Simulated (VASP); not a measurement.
# P (Cmce) in VASP: further runs

Runs on P. Level: PBEsol+D3(BJ). Tasks: single point.

Everything below comes from runs of VASP 6.6.1. Logs are shortened: lines on timing, memory, paths and dates and some standing lists are left out, and cuts for length are marked.

### Step 1. The cell of the first run

The structure is orthorhombic, space group Cmce (No. 64). The conventional cell has a = 3.416 Å, b = 9.780 Å, c = 3.771 Å, α = 90.00°, β = 90.00°, γ = 90.00°. Within 3.0 Å of P (site symmetry m) lie 5 P at 2.23 to 2.87 Å.

### Step 2. Single point, PBEsol+D3(BJ) (uniaxial strain along a: +2.0 %, then relaxed in part)

INCAR reads:

```
SYSTEM = P
PREC = Accurate
ENCUT = 520
EDIFF = 1E-6
ISMEAR = 0
SIGMA = 0.1
LREAL = .FALSE.
LASPH = .TRUE.
NELM = 100
ALGO = Normal
ISIF = 2
LWAVE = .FALSE.
LCHARG = .FALSE.
GGA = PS
IVDW = 12
NBANDS = 30
```

KPOINTS reads:

```
Automatic mesh
0
G
  10 4 10
  0 0 0
```

POSCAR reads:

```
P
1.0
    3.4161233218      0.0000000000      0.0000000000
    0.0000000000      9.7802560282      0.0000000000
    0.0000000000      0.0000000000      3.7705158735
P
8
Direct
    0.0000000000      0.8878179929      0.9438584195
    0.5000000000      0.8878179929      0.5561415805
    0.5000000000      0.6121820071      0.0561415805
    0.0000000000      0.6121820071      0.4438584195
    0.5000000000      0.3878179929      0.9438584195
    0.0000000000      0.3878179929      0.5561415805
    0.0000000000      0.1121820071      0.0561415805
    0.5000000000      0.1121820071      0.4438584195
```

Potentials or basis: VASP PAW PBE potentials, release 64 (P).

Started as:

```sh
$ cat potpaw_PBE.64/P/POTCAR > POTCAR
$ mpirun -np 1 vasp_std > vasp.out
```

OUTCAR:

```text
SYSTEM = P
   PREC = Accurate
   ENCUT = 520
   EDIFF = 1E-6
   ISMEAR = 0
   LREAL = .FALSE.
   LASPH = .TRUE.
   NELM = 100
   ISIF = 2
   GGA = PS
   IVDW = 12
 IVDW          = 12

 ion  position               nearest neighbor table
   1  0.000  0.888  0.944-   7 2.23   2 2.25   2 2.25   2 2.87   2 2.87
   2  0.500  0.888  0.556-   8 2.23   1 2.25   1 2.25   1 2.87   1 2.87
   3  0.500  0.612  0.056-   5 2.23   4 2.25   4 2.25   4 2.87   4 2.87
   4  0.000  0.612  0.444-   6 2.23   3 2.25   3 2.25   3 2.87   3 2.87
   5  0.500  0.388  0.944-   3 2.23   6 2.25   6 2.25   6 2.87   6 2.87
   6  0.000  0.388  0.556-   4 2.23   5 2.25   5 2.25   5 2.87   5 2.87
   7  0.000  0.112  0.056-   1 2.23   8 2.25   8 2.25   8 2.87   8 2.87
   8  0.500  0.112  0.444-   2 2.23   7 2.25   7 2.25   7 2.87   7 2.87

  LATTYP: Found a simple orthorhombic cell.
 ALAT       =     3.4161233218
 B/A-ratio  =     1.1037411470
 C/A-ratio  =     2.8629692511

  Lattice vectors:

 A1 = (  -3.4161233218,   0.0000000000,   0.0000000000)
 A2 = (   0.0000000000,   0.0000000000,   3.7705158735)
 A3 = (   0.0000000000,   9.7802560282,   0.0000000000)

Analysis of symmetry for initial positions (statically):
=====================================================================
 Subroutine PRICEL returns following result:

  LATTYP: Found a base centered orthorhombic cell.
 ALAT       =     3.4161233218
 B/A-ratio  =     2.8629692511
 C/A-ratio  =     1.1037411470

  Lattice vectors:

 A1 = (  -1.7080616609,   4.8901280141,   0.0000000000)
 A2 = (  -1.7080616609,  -4.8901280141,   0.0000000000)
 A3 = (   0.0000000000,   0.0000000000,   3.7705158735)

   2 primitive cells build up your supercell.

 Routine SETGRP: Setting up the symmetry group for a
 simple orthorhombic supercell.

 Subroutine GETGRP returns: Found  8 space group operations
 (whereof  4 operations were pure point group operations)
 out of a pool of  8 trial point group operations.

The static configuration has the point symmetry C_2h.
 The point group associated with its full space group is D_2h.

Analysis of symmetry for dynamics (positions and initial velocities):
=====================================================================
 Subroutine PRICEL returns following result:

  LATTYP: Found a base centered orthorhombic cell.
 ALAT       =     3.4161233218
 B/A-ratio  =     2.8629692511
 C/A-ratio  =     1.1037411470

  Lattice vectors:

 A1 = (  -1.7080616609,   4.8901280141,   0.0000000000)
[... 122 lines left out ...]
   NFREE  =      0    steps in history (QN), initial steepest desc. (CG)
   ISIF   =      2    stress and relaxation
   ISYM   =      2    0-nonsym 1-usesym 2-fastsym
   POTIM  = 0.5000    time-step for ionic-motion
   TEBEG  =    0.0;   TEEND  =   0.0 temperature during run
   PSTRESS=    0.0 pullay stress
   NELECT =      40.0000    total number of electrons
   NUPDOWN=      -1.0000    fix difference up-down
   EMIN   =  10.00;   EMAX   =-10.00  energy-range for DOS
   EFERMI =   0.00;   METHOD = LEGACY
   ISMEAR =     0;   SIGMA  =   0.10  broadening in eV -4-tet -1-fermi 0-gaus
   EFERMI_NEDOS =   21; number of points for ismear=-14 and -15
   IALGO  =     38    algorithm
   IMIX   =      4    mixing-type and parameters
     AMIX     =   0.40;   BMIX     =  1.00
     AMIX_MAG =   1.60;   BMIX_MAG =  1.00
  volume/ion in A,a.u.               =      15.75       106.27
  Fermi-wavevector in a.u.,A,eV,Ry     =   1.116863  2.110565 16.971682  1.247383
  Thomas-Fermi vector in A             =   2.253481
   LORBIT       =      0    0 simple, 1 ext, 2 COOP (PROOUT), +10 PAW based schemes
   GGA     = PS    functional components
   LHFCALC =     F    Hartree Fock is set to
   AEXX    =    0.0000 exact exchange contribution
   IVDW    =    12    specifies the selected vdW correction
   LEPSILON=     F    determine dielectric tensor
   LRPA    =     F    only Hartree local field effects (RPA)
 non-spin polarized calculation
 Gauss-broadening in eV      SIGMA  =   0.10
  energy-cutoff  :      520.00
  volume of cell :      125.98
 maximum number of plane-waves:      3428
 NGX is ok and might be reduce to    28
   NGX = 13   NGY = 37   NGZ = 15

 number of electron      39.9999999 magnetization

 Free energy of the ion-electron system (eV)
  ---------------------------------------------------
  ext. energy  EPLUGINS =         0.00000000
  ---------------------------------------------------
  free energy    TOTEN  =       -45.88580429 eV

  energy without entropy =      -45.88115099  energy(sigma->0) =      -45.88347764

 E-fermi :   8.6353     XC(G=0): -10.9832

 val. band max:        8.6215578729   @ k =   0.1000   0.2500   0.0000
 cond. band min:       8.6353058196   @ k =   0.1000   0.0000   0.2000
 fundamental gap:      0.0137479467
 Fermi energy:         8.6352807754

 k-point     1 :       0.0000    0.0000    0.0000
  band No.  band energies     occupation
      1      -7.7557      2.00000
      2      -7.1560      2.00000
      3      -5.2783      2.00000
      4      -3.6267      2.00000
      5       0.3089      2.00000
      6       0.4628      2.00000
[... 781 lines left out ...]
     29      12.1202      0.00000
     30      12.1202      0.00000

 [... further k-points ...]

------------------------ aborting loop because EDIFF is reached ----------------------------------------

 Edisp (eV)   -2.87024

 E8    (eV) :    -1.7023

  FORCE on cell =-STRESS in cart. coord.  units (eV):
  Direction    XX          YY          ZZ          XY          YZ          ZX
  --------------------------------------------------------------------------------------
  -------------------------------------------------------------------------------------
  Total      -0.92418    -0.09651     0.02860     0.00000     0.00000     0.00000
  in kB     -11.75393    -1.22746     0.36368     0.00000     0.00000     0.00000
  external pressure =       -4.21 kB  Pullay stress =        0.00 kB

 VOLUME and BASIS-vectors are now :
 -----------------------------------------------------------------------------
  energy-cutoff  :      520.00
  volume of cell :      125.98
      direct lattice vectors                 reciprocal lattice vectors
     3.416123322  0.000000000  0.000000000     0.292729479  0.000000000  0.000000000
     0.000000000  9.780256028  0.000000000     0.000000000  0.102246812  0.000000000
     0.000000000  0.000000000  3.770515873     0.000000000  0.000000000  0.265215698

 POSITION                                       TOTAL-FORCE (eV/Angst)
 -----------------------------------------------------------------------------------
      0.00000      8.68309      3.55883        -0.000000      0.027119     -0.024933
      1.70806      8.68309      2.09694        -0.000000      0.027119      0.024933
      1.70806      5.98730      0.21168        -0.000000     -0.027119      0.024933
      0.00000      5.98730      1.67358         0.000000     -0.027119     -0.024933
      1.70806      3.79296      3.55883        -0.000000      0.027119     -0.024933
      0.00000      3.79296      2.09694        -0.000000      0.027119      0.024933
      0.00000      1.09717      0.21168        -0.000000     -0.027119      0.024933
      1.70806      1.09717      1.67358         0.000000     -0.027119     -0.024933
 -----------------------------------------------------------------------------------
    total drift:                               -0.000000      0.000000     -0.000000

  FREE ENERGIE OF THE ION-ELECTRON SYSTEM (eV)
  ---------------------------------------------------
  free  energy   TOTEN  =       -48.7560410289 eV

  energy  without entropy=      -48.7513877294  energy(sigma->0) =      -48.75371438
```

OSZICAR:

```text
N       E                     dE             d eps       ncg     rms          rms(c)
DAV:   1     0.126391684927E+03    0.12639E+03   -0.17286E+04  6480   0.117E+03
DAV:   2    -0.363049401258E+02   -0.16270E+03   -0.15642E+03  8150   0.185E+02
DAV:   3    -0.460137362618E+02   -0.97088E+01   -0.95222E+01  8328   0.426E+01
DAV:   4    -0.461732329598E+02   -0.15950E+00   -0.15891E+00  8400   0.620E+00
DAV:   5    -0.461753431869E+02   -0.21102E-02   -0.21092E-02  8236   0.698E-01    0.146E+01
DAV:   6    -0.459758899149E+02    0.19945E+00   -0.94651E-02  8048   0.142E+00    0.861E+00
DAV:   7    -0.458865257682E+02    0.89364E-01   -0.16729E-01  7980   0.184E+00    0.271E-01
DAV:   8    -0.458859405680E+02    0.58520E-03   -0.20815E-02  7674   0.676E-01    0.286E-01
DAV:   9    -0.458859260194E+02    0.14549E-04   -0.68897E-04  8420   0.126E-01    0.167E-01
DAV:  10    -0.458858011427E+02    0.12488E-03   -0.32279E-04  8172   0.777E-02    0.897E-02
DAV:  11    -0.458858047616E+02   -0.36189E-05   -0.71463E-05  8202   0.384E-02    0.235E-02
DAV:  12    -0.458858042865E+02    0.47514E-06   -0.90943E-07  5154   0.526E-03
   1 F= -.48756041E+02 E0= -.48753714E+02  d E =-.465330E-02
```

stdout:

```text
POSCAR found type information on POSCAR P
 POSCAR found :  1 types and       8 ions
 scaLAPACK will be used
 -----------------------------------------------------------------------------
|                                                                             |
|                                                                             |
|     You enforced a specific xc type in the INCAR file but a different       |
|     I HOPE YOU KNOW WHAT YOU ARE DOING!                                     |
|                                                                             |
 -----------------------------------------------------------------------------

 LDA part: xc-table for (Slater+PW92), standard interpolation
 POSCAR, INCAR and KPOINTS ok, starting setup
 FFT: planning ... GRIDC
 FFT: planning ... GRID_SOFT
 FFT: planning ... GRID
 WAVECAR not read
 entering main loop
```

Wall time 2.4 min (1 thread of Intel Xeon 6975P-C (Granite Rapids), shared host); peak memory 0.41 GiB.

Results:

| Item | Value |
| --- | --- |
| Free energy | -48.7560 eV |
| Pressure | -0.4 GPa |
| Largest force | 0.037 eV/Å |
| Band gap on the k mesh | zero (band 20 reaches 8.99 eV, above the bottom of band 21 at 8.20 eV) |
| Dispersion energy per atom | -0.359 eV |

Forces in eV/Å, atoms in the order of the input:
```
P    0.000  0.027 -0.025
P    0.000  0.027  0.025
P    0.000 -0.027  0.025
P    0.000 -0.027 -0.025
P    0.000  0.027 -0.025
P    0.000  0.027  0.025
P    0.000 -0.027  0.025
P    0.000 -0.027 -0.025
```

Levels at points of the mesh, in eV from the Fermi level:
```csv
k point,band 16,band 17,band 18,band 19,band 20,band 21,band 22,band 23,band 24,band 25
"(0.00, 0.00, 0.00)",-2.43,-2.30,-2.15,-1.11,-0.88,-0.21,1.11,1.28,1.78,2.11
"(0.50, 0.00, 0.00)",-2.82,-2.27,-2.27,-1.60,-1.60,0.53,0.53,0.56,0.56,1.45
"(0.00, 0.50, 0.00)",-3.04,-2.77,-2.77,-0.26,-0.26,0.45,0.45,1.65,1.65,2.57
"(0.50, 0.50, 0.00)",-2.68,-2.36,-2.36,-2.36,-2.36,0.52,0.52,0.52,0.52,1.62
"(0.00, 0.00, 0.50)",-2.13,-1.00,-1.00,-0.55,-0.55,1.07,1.07,1.11,1.11,1.14
"(0.50, 0.00, 0.50)",-5.34,-2.99,-2.99,-2.99,-2.99,2.79,2.79,2.79,2.79,4.51
"(0.00, 0.50, 0.50)",-3.28,-0.84,-0.84,-0.84,-0.84,1.50,1.50,1.50,1.50,1.58
"(0.50, 0.50, 0.50)",-6.11,-2.28,-2.28,-2.28,-2.28,1.44,1.44,1.44,1.44,6.46
```

Caveat: the cell differs from its parent crystal (uniaxial strain along a: +2.0 %, then relaxed in part); the PAW data sets were made with another functional, which shifts forces and pressure a little; pairwise dispersion overbinds metals, which lowers pressure and volume.

### Step 3. Single point, PBEsol+D3(BJ) (uniaxial strain along a: +6.0 %, then relaxed in part)

INCAR reads:

```
SYSTEM = P
ALGO = Normal ; EDIFF = 1E-6
ENCUT = 520 ; GGA = PS
ISIF = 2 ; ISMEAR = 0
IVDW = 12 ; LASPH = .True.
LCHARG = .False. ; LREAL = .False.
LWAVE = .False. ; NBANDS = 30
NELM = 60 ; PREC = Accurate
SIGMA = 0.1
```

KPOINTS reads:

```
k-points
0
Gamma
  10 4 10
  0 0 0
```

POSCAR reads:

```
P
1.0
    3.5500889422      0.0000000000      0.0000000000
    0.0000000000      9.6695991105      0.0000000000
    0.0000000000      0.0000000000      3.6709599002
P
8
Direct
    0.0000000000      0.8867233035      0.9442445278
    0.5000000000      0.8867233035      0.5557554722
    0.5000000000      0.6132766965      0.0557554722
    0.0000000000      0.6132766965      0.4442445278
    0.5000000000      0.3867233035      0.9442445278
    0.0000000000      0.3867233035      0.5557554722
    0.0000000000      0.1132766965      0.0557554722
    0.5000000000      0.1132766965      0.4442445278
```

Potentials or basis: VASP PAW PBE potentials, release 64 (P).

Started as:

```sh
$ cat potpaw_PBE.64/P/POTCAR > POTCAR
$ mpirun -np 1 vasp_std > vasp.out
```

Wall time 2.1 min (1 thread of Intel Xeon 6975P-C (Granite Rapids), shared host); peak memory 0.4 GiB.

It converged, with:

| Property | Result |
| --- | --- |
| Free energy | -48.6412 eV |
| Pressure | -2.2 GPa |
| Largest force | 0.032 eV/Å |
| Band gap on the k mesh | zero (band 20 reaches 8.92 eV, above the bottom of band 21 at 7.94 eV) |
| Dispersion energy per atom | -0.359 eV |

Forces on the atoms (eV/Å):
```
P    0.000  0.028 -0.017
P    0.000  0.028  0.017
P    0.000 -0.028  0.017
P    0.000 -0.028 -0.017
P    0.000  0.028 -0.017
P    0.000  0.028  0.017
P    0.000 -0.028  0.017
P    0.000 -0.028 -0.017
```

Stress tensor (GPa, compression positive):
```
-6.54  0.00  0.00
 0.00 -0.10  0.00
 0.00  0.00  0.11
```

Levels at points of the mesh, in eV from the Fermi level:
| k point | band 16 | band 17 | band 18 | band 19 | band 20 | band 21 | band 22 | band 23 | band 24 | band 25 |
| --- | --- | --- | --- | --- | --- | --- | --- | --- | --- | --- |
| (0.00, 0.00, 0.00) | -2.39 | -1.67 | -1.66 | -0.74 | -0.47 | -0.47 | 1.35 | 1.40 | 2.00 | 2.24 |
| (0.50, 0.00, 0.00) | -2.32 | -1.70 | -1.70 | -1.16 | -1.16 | 0.90 | 0.90 | 1.09 | 1.09 | 1.93 |
| (0.00, 0.50, 0.00) | -2.93 | -2.39 | -2.39 | -0.26 | -0.26 | 0.57 | 0.57 | 2.22 | 2.22 | 2.63 |
| (0.50, 0.50, 0.00) | -2.19 | -1.90 | -1.90 | -1.90 | -1.90 | 0.98 | 0.98 | 0.98 | 0.98 | 2.18 |
| (0.00, 0.00, 0.50) | -1.92 | -1.07 | -1.07 | -0.71 | -0.71 | 0.75 | 0.75 | 0.80 | 0.80 | 1.54 |
| (0.50, 0.00, 0.50) | -4.98 | -2.81 | -2.81 | -2.81 | -2.81 | 3.18 | 3.18 | 3.18 | 3.18 | 4.84 |
| (0.00, 0.50, 0.50) | -3.38 | -1.09 | -1.09 | -1.09 | -1.09 | 1.28 | 1.28 | 1.28 | 1.28 | 1.49 |
| (0.50, 0.50, 0.50) | -5.86 | -1.99 | -1.99 | -1.99 | -1.99 | 1.72 | 1.72 | 1.72 | 1.72 | 6.82 |

Caveat: the cell differs from its parent crystal (uniaxial strain along a: +6.0 %, then relaxed in part); the PAW data sets were made with another functional, which shifts forces and pressure a little; pairwise dispersion overbinds metals, which lowers pressure and volume.

(Part 1 of 2 ends here.)
